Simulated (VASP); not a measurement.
Crystal: Mg2Si.

```
Si Mg
1.0
    -0.01056    3.15840    3.15840
     3.15840   -0.01056    3.15840
     3.15840    3.15840   -0.01056
Si Mg
1 2
Direct
  0.00000 0.00000 0.00000
  0.25024 0.25024 0.25024
  0.74976 0.74976 0.74976
```

This cell differs from its parent crystal: strain along [111] -0.5%.

Base run:

- Program: VASP 6.6.1
- Functional: PBE
- Potentials or basis: VASP PAW PBE potentials, release 64 (Si, Mg)
- Cutoff: 600 eV
- k mesh: 8 × 8 × 8
- Occupations: fermi-dirac, width 0.02 eV
- Spin: no spin polarisation

Its results: band gap on the k mesh 0.17 eV (least direct gap 1.92 eV); pressure 0.9 GPa; largest force 0.005 eV/Å.

Question: The run is repeated on the same cell with these changes: functional from PBE to r2SCAN; cutoff from 600 eV to 660 eV; occupations from fermi-dirac, width 0.02 eV to gaussian, width 0.01 eV. What comes out?

Answer: Band gap on the k mesh 0.42 eV (least direct gap 2.47 eV); pressure 0.0 GPa; largest force 0.007 eV/Å.

Caveats: the PAW data sets were made with another functional, which shifts forces and pressure a little (at least some runs).

A k mesh can miss the band edges.
